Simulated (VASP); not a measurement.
**BN: single point with PBE**

Crystal: BN.

```
B N
1.0
     0.00000    1.75068    1.82769
     1.75068    0.00000    1.82769
     1.75068    1.75068    0.00000
B N
1 1
Direct
  0.00000 0.00000 0.00000
  0.25000 0.25000 0.25000
```

This cell differs from its parent crystal: epitaxial xy strain -3.0%.

| Item | Value |
| --- | --- |
| Program | VASP 6.6.1 |
| Task | single point |
| Functional | PBE |
| Potentials or basis | VASP PAW PBE potentials, release 64 (B, N) |
| Cutoff | 520 eV |
| k mesh | 12 × 12 × 12 |
| Occupations | fermi-dirac, width 0.02 eV |
| Spin | no spin polarisation |

The pressure is 25.7 GPa and the band gap on the k mesh is 4.11 eV, indirect (least direct gap 8.83 eV).

Stress tensor (GPa, compression positive):
```
35.51  0.00  0.00
 0.00 35.51  0.00
 0.00  0.00  5.97
```

Levels at points of the mesh, in eV from the valence-band top:
| k point | band 1 | band 2 | band 3 | band 4 | band 5 | band 6 | band 7 | band 8 | band 9 |
| --- | --- | --- | --- | --- | --- | --- | --- | --- | --- |
| (0.00, 0.00, 0.00) | -21.00 | -0.47 | 0.00 | 0.00 | 8.83 | 8.83 | 9.14 | 11.05 | 25.61 |
| (0.50, 0.00, 0.00) | -16.52 | -11.34 | -2.56 | -1.84 | 9.83 | 11.10 | 11.44 | 15.66 | 24.01 |
| (0.50, 0.50, 0.00) | -15.44 | -9.85 | -4.91 | -4.91 | 4.90 | 10.06 | 18.49 | 18.49 | 20.92 |
| (0.50, 0.00, 0.50) | -14.90 | -9.21 | -5.52 | -5.51 | 4.11 | 9.04 | 18.18 | 18.90 | 21.81 |

Wall time 9.9 s on 1 thread of Intel(R) Xeon(R) Platinum 8488C (Sapphire Rapids), with other jobs on the host, peak memory 0.12 GiB.

Caveat: the cell differs from its parent crystal (epitaxial xy strain -3.0%). A k mesh can miss the band edges.
